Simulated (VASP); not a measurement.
# Te: single point with r2SCAN

The system is Te.

```
Te
1.0
    -2.09340    2.09340    2.09340
     2.09340   -2.09340    2.09340
     2.09340    2.09340   -2.09340
Te
1
Direct
  0.00000 0.00000 0.00000
```

This isn't the form of Te at room conditions, which is trigonal, of chains.

```json
{
 "Program": "VASP 6.6.1",
 "Task": "single point",
 "Functional": "r2SCAN",
 "Potentials or basis": "VASP PAW PBE potentials, release 64 (Te)",
 "Cutoff": "520 eV",
 "k mesh": "6 × 6 × 6",
 "Occupations": "gaussian, width 0.1 eV",
 "Spin": "no spin polarisation"
}
```

```yaml
Pressure: -7.6 GPa
Band_gap_on_the_k_mesh: zero (bands 3 and 4 overlap by 4.26 eV)
```

Levels at points of the mesh, in eV from the Fermi level:
| k point | band 1 | band 2 | band 3 | band 4 | band 5 | band 6 | band 7 | band 8 |
| --- | --- | --- | --- | --- | --- | --- | --- | --- |
| (0.00, 0.00, 0.00) | -12.79 | 1.81 | 1.81 | 1.81 | 8.21 | 9.72 | 9.72 | 9.72 |
| (0.50, 0.00, 0.00) | -10.83 | -4.58 | -0.26 | 1.34 | 5.87 | 6.97 | 13.00 | 13.55 |
| (0.50, 0.50, 0.50) | -9.48 | -2.44 | -2.44 | -2.44 | 4.22 | 4.22 | 16.84 | 16.84 |

It took 14 s on 1 thread of Intel(R) Xeon(R) Platinum 8559C (Emerald Rapids), on a shared host, peak memory 0.16 GiB.

Caveat: the cell stands under tension; the PAW data sets were made with another functional, which shifts forces and pressure a little; spin-orbit coupling is left out, which moves the levels of the heavy elements.
